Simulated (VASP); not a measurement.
Here is a VASP 6.6.1 calculation.

Contents of POSCAR:

```
MgS
1.0
    4.0286647932      0.0000000000      0.0000000000
   -2.0143323966      3.4889260542      0.0000000000
    0.0000000000      0.0000000000      6.4542161851
Mg S
2 2
Direct
    0.6666666667      0.3333333333      0.4971196678
    0.3333333333      0.6666666667      0.9971196678
    0.3333333333      0.6666666667      0.3778793322
    0.6666666667      0.3333333333      0.8778793322
```

File INCAR.step1:

```
  PREC = Accurate
  ENCUT = 520
  ISMEAR = -1
  SIGMA = 0.02
  LREAL = False
  LASPH = True
  NELM = 100
  NBANDS = 16
  GGA = PE
  ALGO = Normal
  EDIFF = 1E-4
  LWAVE = True
  LCHARG = False
```

The input INCAR.step2:

```
  PREC = Accurate
  ENCUT = 520
  EDIFF = 1E-6
  ISMEAR = -1
  SIGMA = 0.02
  LREAL = False
  LASPH = True
  NELM = 100
  ALGO = Normal
  ISIF = 2
  LWAVE = False
  LCHARG = True
  METAGGA = R2SCAN
  LMIXTAU = True
  LELF = True
  LVHAR = True
  NBANDS = 16
  ISTART = 1
```

Contents of KPOINTS:

```
Automatic mesh
0
Gamma
  6 6 4
```

Potentials or basis: VASP PAW PBE potentials, release 64 (Mg, S).

The run is started by

```console
$ cat potpaw_PBE.64/Mg/POTCAR potpaw_PBE.64/S/POTCAR > POTCAR
$ cp INCAR.step1 INCAR
$ mpirun -np 1 vasp_std > vasp.out
$ cp INCAR.step2 INCAR
$ mpirun -np 1 vasp_std > vasp.out
```

Problem. Estimate the pressure.

Solution. -0.3 GPa.

Problem. What does it give for the band gap on the k mesh?

Solution. 4.13 eV, direct.

Forces on the atoms (eV/Å):
```
Mg   0.000  0.000  0.003
Mg   0.000  0.000  0.003
S    0.000  0.000 -0.003
S    0.000  0.000 -0.003
```

Caveat: the PAW data sets were made with another functional, which shifts forces and pressure a little. r2SCAN opens gaps a little over a GGA but as a rule still falls short of measured ones.
